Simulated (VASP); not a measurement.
Wanted: the native input for a VASP 6.6.1 run.

```yaml
Task: single point
Functional: PBE
Potentials_or_basis: VASP PAW PBE potentials, release 64 (Pt, H)
Cutoff: 520 eV
k_mesh: 12 × 12 × 1
Occupations: gaussian, width 0.1 eV
Spin: no spin polarisation
Dipole_correction: yes
Further_INCAR_settings: ALGO = Normal; EDIFF = 1e-06; NBANDS = 24
```

The structure of HPt3 lies in POSCAR:

```
HPt3
1.0
    2.8071640675      0.0000000000      0.0000000000
   -1.4035820338      2.4310753951      0.0000000000
    0.0000000000      0.0000000000     20.1192652917
Pt H
3 1
Direct
    0.6666666667      0.3333333334      0.1988144170
    0.3333333333      0.6666666666      0.3136149989
    0.2019049562      0.1009524781      0.4320588029
    0.3333333333      0.1666666667      0.5077838792
```

These files were run (other wordings do the same):

INCAR

```
  PREC = Accurate
  ENCUT = 520
  EDIFF = 1E-6
  ISMEAR = 0
  SIGMA = 0.1
  LREAL = F
  LASPH = T
  NELM = 60
  ALGO = Normal
  ISIF = 2
  LWAVE = F
  LCHARG = T
  LDIPOL = T
  IDIPOL = 3
  DIPOL = 0.5 0.5 0.363
  GGA = PE
  LELF = T
  LVHAR = T
  LVACPOTAV = T
  NBANDS = 24
```

KPOINTS

```
regular mesh
0
Gamma
  12 12 1
```

Potentials or basis: VASP PAW PBE potentials, release 64 (Pt, H).

The run is started by

```console
$ cat potpaw_PBE.64/Pt/POTCAR potpaw_PBE.64/H/POTCAR > POTCAR
$ mpirun -np 1 vasp_std > vasp.out
```

Results of the run:

```
Largest force : 0.247 eV/Å
```

Run time: 4.6 min on 1 thread of Intel Xeon 6975P-C (shared host), peak memory 0.35 GiB.
